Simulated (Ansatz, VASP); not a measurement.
## V: VASP beside Ansatz

INCAR

```
SYSTEM = V
  PREC = Accurate
  ENCUT = 520
  EDIFF = 1E-6
  ISMEAR = -1
  SIGMA = 0.1
  LREAL = .False.
  LASPH = .True.
  NELM = 60
  ALGO = Normal
  ISIF = 2
  LWAVE = .False.
  LCHARG = .True.
  GGA = PE
  LELF = .True.
  LVHAR = .True.
  NBANDS = 12
```

File KPOINTS:

```
regular mesh
0
Gamma
  18 18 18
  0 0 0
```

Contents of POSCAR:

```
V
1.0
   -1.4737699215      1.4737699215      1.4737699215
    1.4737699215     -1.4737699215      1.4737699215
    1.4737699215      1.4737699215     -1.4737699215
V
1
Direct
    0.0000000000      0.0000000000      0.0000000000
```

Input for Ansatz:

```yaml
crystal:
  lattice:
    - [-1.4737699215, 1.4737699215, 1.4737699215]
    - [1.4737699215, -1.4737699215, 1.4737699215]
    - [1.4737699215, 1.4737699215, -1.4737699215]
  atoms:
    - { symbol: V, position: [0.0, 0.0, 0.0] }
kpoints:
  mp_grid: { grid: [18, 18, 18] }
scf:
  occupations: { method: fermi_dirac, width: 0.1 }
hamiltonian:
  xc: pbe
  pseudopotentials: { kind: paw }
output:
  forces: true
  stress: true
  eigenvalues: true
  populations: true
```

Change from the starting cell: volume scaled by 0.95, PAW files.

Alike in both runs: task single point; functional PBE; k mesh 18 × 18 × 18; occupations fermi-dirac, width 0.1 eV; no spin polarisation.

|  | VASP | Ansatz |
| --- | --- | --- |
| version | VASP 6.6.1 | Ansatz 0.2.0 |
| potentials or method | VASP PAW PBE potentials, release 64 (V_sv) | PAW with Ansatz's default frozen-core files, scalar-relativistic |
| plane-wave cutoff (eV) | 520 | 420 |
| valence electrons in the cell | 13 | 13 |

Ansatz gave:

- pressure (GPa): 10.2

Task: Estimate VASP's values.

Result: Pressure (GPa): 10.5.

The functional is the same, so the differences come from potentials, cutoffs and numerics.
